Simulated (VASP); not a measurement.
PbSe, 2 atoms in the cell. The structure is tetragonal, space group I4/mmm (No. 139). The conventional cell has a = 4.075 Å, b = 4.075 Å, c = 6.916 Å, α = 90.00°, β = 90.00°, γ = 90.00°. Within 3.8 Å of Pb (site symmetry 4/mmm) lie 6 Se at 2.88 to 3.46 Å. Se (site symmetry 4/mmm) has 6 Pb at 2.88 to 3.46 Å within 3.8 Å.  This cell differs from its parent crystal: ratio of the length along z to the lengths across it x 1.2, volume and fractional coordinates fixed.

```yaml
Program: VASP 6.6.1
Task: single point
Functional: PBE
Potentials_or_basis: VASP PAW PBE potentials, release 64 (Pb_d, Se)
Cutoff: 520 eV
k_mesh: 10 × 10 × 10
Occupations: gaussian, width 0.03 eV
Spin: no spin polarisation
Dipole_correction: no
Further_INCAR_settings: ALGO = Normal; EDIFF = 1e-07; NBANDS = 17
```

Potentials or basis: VASP PAW PBE potentials, release 64 (Pb_d, Se).

Run with:

```console
$ cat potpaw_PBE.64/Pb_d/POTCAR potpaw_PBE.64/Se/POTCAR > POTCAR
$ mpirun -np 1 vasp_std > vasp.out
```

Hardware: 1 thread of Intel(R) Xeon(R) 6975P-C (Granite Rapids), on a shared host.

**Question.** How long does it take, and how much memory?

**Answer.** Run time: 37 s on 1 thread of Intel(R) Xeon(R) 6975P-C (Granite Rapids) (shared host), peak memory 0.25 GiB. Counts: scf iterations 13, k points 102.
